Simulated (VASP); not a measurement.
Set up this calculation in VASP 6.6.1, as the native input.

| Quantity | Value |
| --- | --- |
| Task | single point |
| Functional | PBEsol |
| Potentials or basis | VASP PAW PBE potentials, release 64 (Lu) |
| Cutoff | 520 eV |
| k mesh | 10 × 10 × 6 |
| Occupations | methfessel-paxton, width 0.05 eV |
| Spin | no spin polarisation |
| Dipole correction | no |
| Further INCAR settings | ALGO = Fast; EDIFF = 1e-06; NBANDS = 32 |

The structure of Lu lies in POSCAR:

```
Lu
1.0
    3.5031000000      0.0000000000      0.0000000000
   -1.7515500000      3.0337735920      0.0000000000
    0.0000000000      0.0000000000      5.5509000000
Lu
2
Direct
    0.6687240000      0.3340780000      0.7522110000
    0.3321500000      0.6592670000      0.2488660000
```

The input as run:

INCAR

```
PREC = Accurate
ENCUT = 520
EDIFF = 1E-6
ISMEAR = 1
SIGMA = 0.05
LREAL = False
LASPH = True
NELM = 100
ALGO = Fast
ISIF = 2
LWAVE = False
LCHARG = False
GGA = PS
NBANDS = 32
```

KPOINTS

```
Automatic mesh
0
Gamma
  10 10 6
```

Potentials or basis: VASP PAW PBE potentials, release 64 (Lu).

Command:

```sh
$ cat potpaw_PBE.64/Lu/POTCAR > POTCAR
$ mpirun -np 1 vasp_std > vasp.out
```

It gave:

```yaml
Pressure: -2.7 GPa
Largest_force: 0.087 eV/Å
Band_gap_on_the_k_mesh: zero (bands 25 and 26 overlap by 1.66 eV)
```

Caveat: the PAW data sets were made with another functional, which shifts forces and pressure a little; spin-orbit coupling is left out, which moves the levels of the heavy elements.

Wall time 12 min on 1 thread of Intel(R) Xeon(R) 6975P-C (Granite Rapids), with other jobs on the host, peak memory 0.57 GiB.
